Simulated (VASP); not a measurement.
Input of a VASP 6.6.1 run:

Contents of INCAR:

```
SYSTEM = TaTi3
  PREC = Accurate
  ENCUT = 520
  EDIFF = 1E-7
  ISMEAR = -1
  SIGMA = 0.15
  LREAL = .False.
  LASPH = .True.
  NELM = 100
  ALGO = Normal
  ISIF = 2
  LWAVE = .False.
  LCHARG = .False.
  NBANDS = 32
```

Contents of KPOINTS:

```
Automatic mesh
0
Gamma
  6 6 6
  0 0 0
```

The input POSCAR:

```
TaTi3
1.0
    4.1330540000      0.0000000000      0.0000000000
    0.0000000000      4.1330540000      0.0000000000
    0.0000000000      0.0000000000      4.1330540000
Ti Ta
3 1
Direct
    0.0000000000      0.5000000000      0.5000000000
    0.5000000000      0.0000000000      0.5000000000
    0.5000000000      0.5000000000      0.0000000000
    0.0000000000      0.0000000000      0.0000000000
```

Potentials or basis: VASP PAW LDA potentials, release 64 (Ti_sv, Ta_pv).

Run with:

```bash
$ cat potpaw_LDA.64/Ti_sv/POTCAR potpaw_LDA.64/Ta_pv/POTCAR > POTCAR
$ mpirun -np 1 vasp_std > vasp.out
```

Task: Estimate the pressure.

Result: -8.9 GPa.
